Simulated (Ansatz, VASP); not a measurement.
## ReH4I2N2 in VASP and in Ansatz

```
Re I N H
1.0
     0.00000    3.80090    0.00000
     6.25528   -1.90045    0.00000
     1.59719    0.00000   -5.67726
Re I N H
1 2 2 4
Direct
  0.00000 0.00000 0.00000
  0.88120 0.76240 0.75370
  0.11880 0.23760 0.24630
  0.60670 0.21340 0.77060
  0.39330 0.78660 0.22940
  0.61000 0.22000 0.56600
  0.39000 0.78000 0.43400
  0.70100 0.40200 0.77620
  0.29900 0.59800 0.22380
```

Alike in both runs: task single point; functional r2SCAN; k mesh 5 × 5 × 3; no spin polarisation.

|  | VASP | Ansatz |
| --- | --- | --- |
| version | VASP 6.6.1 | Ansatz 0.2.0 |
| potentials or method | VASP PAW PBE potentials, release 64 (Re, I, N, H), cutoff 520 eV | PAW plane waves |
| occupations | tetrahedron | tetrahedron-uncorrected |
| valence electrons in the cell | 35 | 63 |

Ansatz gave:

| Quantity | Value |
| --- | --- |
| gap on the k mesh at the Fermi level (eV) | none |
| pressure (GPa) | -4.4 |
| traceless stress, the component that is largest in VASP (GPa) | -15.21 |
| rms of the force components (eV/Å) | 2.017 |

What did VASP give for the same quantities?

gap on the k mesh at the Fermi level (eV): none; pressure (GPa): -4.4; traceless stress, the component that is largest in VASP (GPa): -15.00; rms of the force components (eV/Å): 1.987.

VASP's potentials were made for PBE, not for r2SCAN. Atom by atom the forces differ by 0.030 eV/Å (rms over components). A gap of «none» marks a metal or a gap that the smearing closes. VASP's potentials hold 35 valence electrons a cell and Ansatz's 63, so a difference there can come from the potentials and not from the codes. Ansatz's warnings: band table not solved further.

The k mesh is coarse, so the values compare programs but aren't converged. Spin-orbit coupling is off throughout.
